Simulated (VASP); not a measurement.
Wanted: the native input for a VASP 6.6.1 run.

- Task: relaxation of cell and atoms
- Functional: PBE
- Potentials or basis: VASP PAW PBE potentials, release 64 (B, P)
- Cutoff: 500 eV
- k mesh: 4 × 4 × 4
- Occupations: gaussian, width 0.2 eV
- Spin: no spin polarisation
- Dipole correction: no
- Further INCAR settings: ALGO = Normal; EDIFF = 1e-07; IBRION = 2; EDIFFG = -0.08; NSW = 36; ISIF = 3

The structure of B5P lies in POSCAR:

```
B5P
1.0
    0.0000000000      3.2027053900      3.2027053900
    3.2027053900      0.0000000000      3.2027053900
    3.2027053900      3.2027053900      0.0000000000
B P
5 1
Direct
    0.2500000000      0.2500000000      0.2500000000
    0.1250000000      0.6250000000      0.6250000000
    0.6250000000      0.6250000000      0.6250000000
    0.6250000000      0.1250000000      0.6250000000
    0.6250000000      0.6250000000      0.1250000000
    0.0000000000      0.0000000000      0.0000000000
```

The cell was built from a structure type or drawn by symmetry, and may not be a known phase.

The input as run:

INCAR

```
PREC = Accurate
ENCUT = 500
EDIFF = 1E-7
ISMEAR = 0
SIGMA = 0.2
LREAL = F
LASPH = T
NELM = 120
ALGO = Normal
ISIF = 3
LWAVE = F
LCHARG = F
GGA = PE
IBRION = 2
NSW = 36
EDIFFG = -0.08
GGA_COMPAT = F
NELMIN = 4
```

KPOINTS

```
Automatic mesh
0
Gamma
  4 4 4
```

Potentials or basis: VASP PAW PBE potentials, release 64 (B, P).

Run with:

```sh
$ cat potpaw_PBE.64/B/POTCAR potpaw_PBE.64/P/POTCAR > POTCAR
$ mpirun -np 1 vasp_std > vasp.out
```

Results of the run:

* Relaxed volume: 7.35 Å³/atom
* Relaxed cell: a = 3.966 Å, b = 3.966 Å, c = 3.966 Å, α = 60.00°, β = 60.00°, γ = 60.00°
* Space group after relaxing (to 0.1 Å): F-43m (No. 216)
* Energy gained by relaxing: 493.2 meV/atom
* Ionic steps: 7
* Pressure after relaxing: -0.4 GPa

Caveat: the k points lie up to 0.49 Å⁻¹ apart in the final cell; the volume moved by over 15 % at a fixed basis, so the end points are rough; the highest band is partly filled, so the run has too few bands.

It took 80 s on 1 thread of Intel Xeon 8259CL, with other jobs on the host, peak memory 0.2 GiB.
